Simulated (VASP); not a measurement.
# BeCdS4 (P2_1/c) in VASP: notebook

Runs on BeCdS4. Level: PBE. Tasks: single point, relaxation of cell and atoms.

All numbers are computed with VASP 6.6.1; they aren't measurements. Logs are shortened: lines on timing, memory, paths and dates and some standing lists are left out, and cuts for length are marked.

## (1) The cell of the first run

Symmetry: P2_1/c, No. 14, monoclinic system. The conventional cell has a = 5.928 Å, b = 5.998 Å, c = 6.000 Å, α = 90.00°, β = 90.54°, γ = 90.00°. Within 3.0 Å of Be (site symmetry -1) lie 6 S at 2.30 to 2.47 Å. Within 3.5 Å of Cd (site symmetry -1) lie 6 S at 2.64 to 2.70 Å. Within 2.8 Å of S (site symmetry 1) lie 1 S at 2.12 Å and 2 Be at 2.43 to 2.47 Å and 1 Cd at 2.70 Å. Within 2.8 Å of S (site symmetry 1) lie 1 S at 2.11 Å and 1 Be at 2.30 Å and 2 Cd at 2.64 to 2.70 Å.

## (2) Single point, PBE

INCAR

```
SYSTEM = BeCdS4
PREC = Accurate
ENCUT = 520
EDIFF = 1E-6
ISMEAR = 0
SIGMA = 0.2
LREAL = .False.
LASPH = .True.
NELM = 80
ALGO = Normal
ISIF = 2
LWAVE = .False.
LCHARG = .True.
GGA = PE
LELF = .True.
LVHAR = .True.
NBANDS = 50
```

KPOINTS

```
regular mesh
0
Gamma
  3 3 3
  0 0 0
```

POSCAR

```
BeCdS4
1.0
    5.9277087032      0.0000000000     -0.0283131449
    0.0000000000      5.9982138380      0.0000000000
   -0.0283131449      0.0000000000      6.0003094309
Be Cd S
2 2 8
Direct
    0.0000000000      0.5000000000      0.5000000000
    0.0000000000      0.0000000000      0.0000000000
    0.5000000000      0.0000000000      0.5000000000
    0.5000000000      0.5000000000      0.0000000000
    0.9270233317      0.3829102510      0.1107386892
    0.0729766683      0.6170897490      0.8892613108
    0.6322357149      0.5784859500      0.5887513026
    0.3677642851      0.4215140500      0.4112486974
    0.3677642851      0.0784859500      0.9112486974
    0.6322357149      0.9215140500      0.0887513026
    0.0729766683      0.8829102510      0.3892613108
    0.9270233317      0.1170897490      0.6107386892
```

Potentials or basis: VASP PAW PBE potentials, release 64 (Be, Cd, S).

Started as:

```console
cat potpaw_PBE.64/Be/POTCAR potpaw_PBE.64/Cd/POTCAR potpaw_PBE.64/S/POTCAR > POTCAR
mpirun -np 1 vasp_std > vasp.out
```

OUTCAR:

```text
SYSTEM = BeCdS4
   PREC = Accurate
   ENCUT = 520
   EDIFF = 1E-6
   ISMEAR = 0
   LREAL = .False.
   LASPH = .True.
   NELM = 80
   ISIF = 2
   GGA = PE

 ion  position               nearest neighbor table
   1  0.000  0.500  0.500-   7 2.30   8 2.30  11 2.43  12 2.43   5 2.47   6 2.47
   2  0.000  0.000  0.000-   9 2.30  10 2.30   5 2.43   6 2.43  11 2.47  12 2.47
   3  0.500  0.000  0.500-   9 2.64  10 2.64   7 2.70   8 2.70  11 2.70  12 2.70
   4  0.500  0.500  0.000-   7 2.64   8 2.64   9 2.70  10 2.70   5 2.70   6 2.70
   5  0.927  0.383  0.111-   6 2.12   2 2.43   1 2.47   4 2.70
   6  0.073  0.617  0.889-   5 2.12   2 2.43   1 2.47   4 2.70
   7  0.632  0.578  0.589-   8 2.11   1 2.30   4 2.64   3 2.70
   8  0.368  0.422  0.411-   7 2.11   1 2.30   4 2.64   3 2.70
   9  0.368  0.078  0.911-  10 2.11   2 2.30   3 2.64   4 2.70
  10  0.632  0.922  0.089-   9 2.11   2 2.30   3 2.64   4 2.70
  11  0.073  0.883  0.389-  12 2.12   1 2.43   2 2.47   3 2.70
  12  0.927  0.117  0.611-  11 2.12   1 2.43   2 2.47   3 2.70

  LATTYP: Found a simple monoclinic cell.
 ALAT       =     5.9277763204
 B/A-ratio  =     1.0118826207
 C/A-ratio  =     1.0122474104
 COS(beta)  =    -0.0094948064

  Lattice vectors:

 A1 = (   5.9277087032,   0.0000000000,  -0.0283131449)
 A2 = (   0.0000000000,   5.9982138380,   0.0000000000)
 A3 = (  -0.0283131449,   0.0000000000,   6.0003094309)

Analysis of symmetry for initial positions (statically):
=====================================================================
 Subroutine PRICEL returns:
 Original cell was already a primitive cell.

 Routine SETGRP: Setting up the symmetry group for a
 simple monoclinic supercell.

 Subroutine GETGRP returns: Found  4 space group operations
 (whereof  2 operations were pure point group operations)
 out of a pool of  4 trial point group operations.

The static configuration has the point symmetry S_2 .
 The point group associated with its full space group is C_2h.

Analysis of symmetry for dynamics (positions and initial velocities):
=====================================================================
 Subroutine PRICEL returns:
 Original cell was already a primitive cell.

 Routine SETGRP: Setting up the symmetry group for a
 simple monoclinic supercell.

 Subroutine GETGRP returns: Found  4 space group operations
 (whereof  2 operations were pure point group operations)
 out of a pool of  4 trial point group operations.

The dynamic configuration has the point symmetry S_2 .
 The point group associated with its full space group is C_2h.

 Subroutine INISYM returns: Found  4 space group operations
 (whereof  2 operations are pure point group operations),
 and found     1 'primitive' translations

----------------------------------------------------------------------------------------

                                     Primitive cell

  volume of cell :     213.3402

  direct lattice vectors                    reciprocal lattice vectors
     5.927708703  0.000000000 -0.028313145     0.168703050  0.000000000  0.000796045
     0.000000000  5.998213838  0.000000000     0.000000000  0.166716297  0.000000000
    -0.028313145  0.000000000  6.000309431     0.000796045  0.000000000  0.166661828

  length of vectors
     5.927776320  5.998213838  6.000376230     0.168704928  0.166716297  0.166663729

  position of ions in fractional coordinates (direct lattice)
     0.000000000  0.500000000  0.500000000
     0.000000000  0.000000000  0.000000000
     0.500000000  0.000000000  0.500000000
     0.500000000  0.500000000  0.000000000
     0.927023332  0.382910251  0.110738689
     0.072976668  0.617089749  0.889261311
     0.632235715  0.578485950  0.588751303
     0.367764285  0.421514050  0.411248697
     0.367764285  0.078485950  0.911248697
     0.632235715  0.921514050  0.088751303
     0.072976668  0.882910251  0.389261311
     0.927023332  0.117089749  0.610738689

  ion indices of the primitive-cell ions
   primitive index   ion index
                 1           1
                 2           2
                 3           3
                 4           4
                 5           5
                 6           6
                 7           7
                 8           8
                 9           9
                10          10
                11          11
                12          12

----------------------------------------------------------------------------------------

 KPOINTS: regular mesh

Automatic generation of k-mesh.
 Grid dimensions read from file:
 generate k-points for:    3    3    3

 Generating k-lattice:

  Cartesian coordinates                     Fractional coordinates (reciprocal lattice)
     0.056234350  0.000000000  0.000265348     0.333333333  0.000000000  0.000000000
     0.000000000  0.055572099  0.000000000     0.000000000  0.333333333  0.000000000
     0.000265348  0.000000000  0.055553943     0.000000000  0.000000000  0.333333333

  Length of vectors
     0.056234976  0.055572099  0.055554576

  Shift w.r.t. Gamma in fractional coordinates (k-lattice)
     0.000000000  0.000000000  0.000000000

 Subroutine IBZKPT returns following result:
 ===========================================

 Found     10 irreducible k-points:

 Following reciprocal coordinates:
            Coordinates               Weight
  0.000000  0.000000  0.000000      1.000000
  0.333333  0.000000  0.000000      2.000000
  0.000000  0.333333  0.000000      2.000000
  0.333333  0.333333  0.000000      4.000000
  0.000000  0.000000  0.333333      2.000000
  0.333333  0.000000  0.333333      2.000000
 -0.333333  0.000000  0.333333      2.000000
  0.000000  0.333333  0.333333      4.000000
  0.333333  0.333333  0.333333      4.000000
 -0.333333  0.333333  0.333333      4.000000
   k-points           NKPTS =     10   k-points in BZ     NKDIM =     10   number of bands    NBANDS=     50
   number of dos      NEDOS =    301   number of ions     NIONS =     12
   total plane-waves  NPLWV = 110592
   dimension x,y,z NGX =    48 NGY =   48 NGZ =   48
   dimension x,y,z NGXF=    96 NGYF=   96 NGZF=   96
   ions per type =               2   2   8
   NGX,Y,Z   is equivalent  to a cutoff of  13.46, 13.30, 13.30 a.u.
   NGXF,Y,Z  is equivalent  to a cutoff of  26.92, 26.61, 26.60 a.u.
 SYSTEM =  BeCdS4
   PREC   = accura    normal or accurate (medium, high low for compatibility)
   ISTART =      0    job   : 0-new  1-cont  2-samecut
   ICHARG =      2    charge: 1-file 2-atom 10-const
   ISPIN  =      1    spin polarized calculation?
   LNONCOLLINEAR =      F non collinear calculations
   LSORBIT =      F    spin-orbit coupling
   LASPH  =      T    aspherical Exc in radial PAW
   ENCUT  =  520.0 eV  38.22 Ry    6.18 a.u.  11.02 11.15 11.16*2*pi/ulx,y,z
   NELM   =     80;   NELMIN=  2; NELMDL= -5     # of ELM steps
   EDIFF  = 0.1E-05   stopping-criterion for ELM
   LREAL  =      F    real-space projection
   EDIFFG = 0.1E-04   stopping-criterion for IOM
   NSW    =      0    number of steps for IOM
   IBRION =     -1    ionic relax: 0-MD 1-quasi-New 2-CG
   NFREE  =      0    steps in history (QN), initial steepest desc. (CG)
   ISIF   =      2    stress and relaxation
   ISYM   =      2    0-nonsym 1-usesym 2-fastsym
   POTIM  = 0.5000    time-step for ionic-motion
   TEBEG  =    0.0;   TEEND  =   0.0 temperature during run
   PSTRESS=    0.0 pullay stress
   NELECT =      76.0000    total number of electrons
   NUPDOWN=      -1.0000    fix difference up-down
   EMIN   =  10.00;   EMAX   =-10.00  energy-range for DOS
   EFERMI =   0.00;   METHOD = LEGACY
   ISMEAR =     0;   SIGMA  =   0.20  broadening in eV -4-tet -1-fermi 0-gaus
   EFERMI_NEDOS =   21; number of points for ismear=-14 and -15
   IALGO  =     38    algorithm
   IMIX   =      4    mixing-type and parameters
     AMIX     =   0.40;   BMIX     =  1.00
     AMIX_MAG =   1.60;   BMIX_MAG =  1.00
  volume/ion in A,a.u.               =      17.78       119.97
  Fermi-wavevector in a.u.,A,eV,Ry     =   1.160527  2.193077 18.324629  1.346822
  Thomas-Fermi vector in A             =   2.297108
   LORBIT       =      0    0 simple, 1 ext, 2 COOP (PROOUT), +10 PAW based schemes
   GGA     = PE    functional components
   LHFCALC =     F    Hartree Fock is set to
   AEXX    =    0.0000 exact exchange contribution
   IVDW    =     0    specifies the selected vdW correction
   LEPSILON=     F    determine dielectric tensor
   LRPA    =     F    only Hartree local field effects (RPA)
 non-spin polarized calculation
 Gauss-broadening in eV      SIGMA  =   0.20
  energy-cutoff  :      520.00
  volume of cell :      213.34
 maximum number of plane-waves:      5756
 NGX is ok and might be reduce to    48
   NGX = 23   NGY = 23   NGZ = 23

 number of electron      76.0000020 magnetization

 Free energy of the ion-electron system (eV)
  ---------------------------------------------------
  ext. energy  EPLUGINS =         0.00000000
  ---------------------------------------------------
  free energy    TOTEN  =       -45.72650596 eV

  energy without entropy =      -45.72650596  energy(sigma->0) =      -45.72650596

 E-fermi :   5.6637     XC(G=0): -10.1316

 val. band max:        4.7956572721   @ k =   0.3333   0.0000   0.0000
 cond. band min:       6.5354507368   @ k =  -0.3333   0.0000   0.3333
 fundamental gap:      1.7397934647
 Fermi energy:         5.6637441963

 k-point     1 :       0.0000    0.0000    0.0000
  band No.  band energies     occupation
      1     -10.8623      2.00000
      2      -9.9784      2.00000
      3      -9.7460      2.00000
      4      -9.6672      2.00000
      5      -6.7303      2.00000
      6      -6.7236      2.00000
[... 42 lines left out ...]
     49      10.6891      0.00000
     50      10.7119      0.00000
[... 475 lines left out ...]
     49      10.1766      0.00000
     50      10.3990      0.00000

------------------------ aborting loop because EDIFF is reached ----------------------------------------

  FORCE on cell =-STRESS in cart. coord.  units (eV):
  Direction    XX          YY          ZZ          XY          YZ          ZX
  --------------------------------------------------------------------------------------
  -------------------------------------------------------------------------------------
  Total       -0.7529686     -0.3347649     -0.6509577      0.0000000      0.0000000     -0.4237863
  in kB       -5.6547682     -2.5140725     -4.8886695      0.0000000      0.0000000     -3.1826207
  external PRESSURE =      -4.3525034 kB  Pullay stress =       0.0000000 kB

 VOLUME and BASIS-vectors are now :
 -----------------------------------------------------------------------------
  energy-cutoff  :      520.00
  volume of cell :      213.34
      direct lattice vectors                 reciprocal lattice vectors
     5.927708703  0.000000000 -0.028313145     0.168703050  0.000000000  0.000796045
     0.000000000  5.998213838  0.000000000     0.000000000  0.166716297  0.000000000
    -0.028313145  0.000000000  6.000309431     0.000796045  0.000000000  0.166661828

 POSITION                                       TOTAL-FORCE (eV/Angst)
 -----------------------------------------------------------------------------------
     -0.01416      2.99911      3.00015         0.000000      0.000000     -0.000000
      0.00000      0.00000      0.00000         0.000000      0.000000     -0.000000
      2.94970      0.00000      2.98600        -0.000000      0.000000     -0.000000
      2.96385      2.99911     -0.01416        -0.000000      0.000000     -0.000000
      5.49199      2.29678      0.63822         0.077158      0.083195     -0.045634
      0.40741      3.70144      5.33378        -0.077158     -0.083195      0.045634
      3.73104      3.46988      3.51479        -0.088634     -0.002232     -0.043951
      2.16836      2.52833      2.45721         0.088634      0.002232      0.043951
      2.15420      0.47078      5.45736         0.088634     -0.002232      0.043951
      3.74520      5.52744      0.51463        -0.088634      0.002232     -0.043951
      0.42156      5.29588      2.33362        -0.077158      0.083195      0.045634
      5.47783      0.70233      3.63837         0.077158     -0.083195     -0.045634
 -----------------------------------------------------------------------------------
    total drift:                               -0.000000      0.000000     -0.000000

  FREE ENERGIE OF THE ION-ELECTRON SYSTEM (eV)
  ---------------------------------------------------
  free  energy   TOTEN  =       -45.7265059638 eV

  energy  without entropy=      -45.7265059636  energy(sigma->0) =      -45.72650596
```

Run time: 1.8 min. Hardware: 1 thread of Intel Xeon Platinum 8259CL at 2.50GHz (Skylake/Cascade Lake), shared host; peak memory 0.36 GiB.

Results:

* Free energy: -45.7265 eV
* Pressure: -0.4 GPa
* Largest force: 0.122 eV/Å
* Band gap on the k mesh: 1.74 eV, indirect (least direct gap 1.82 eV)

Forces in eV/Å, atoms in the order of the input:
```
Be   0.000  0.000  0.000
Be   0.000  0.000  0.000
Cd   0.000  0.000  0.000
Cd   0.000  0.000  0.000
S    0.077  0.083 -0.046
S   -0.077 -0.083  0.046
S   -0.089 -0.002 -0.044
S    0.089  0.002  0.044
S    0.089 -0.002  0.044
S   -0.089  0.002 -0.044
S   -0.077  0.083  0.046
S    0.077 -0.083 -0.046
```

A k mesh can miss the band edges. As with any semilocal functional, this PBE gap is likely too small.

(Continued in part 2 of 2.)
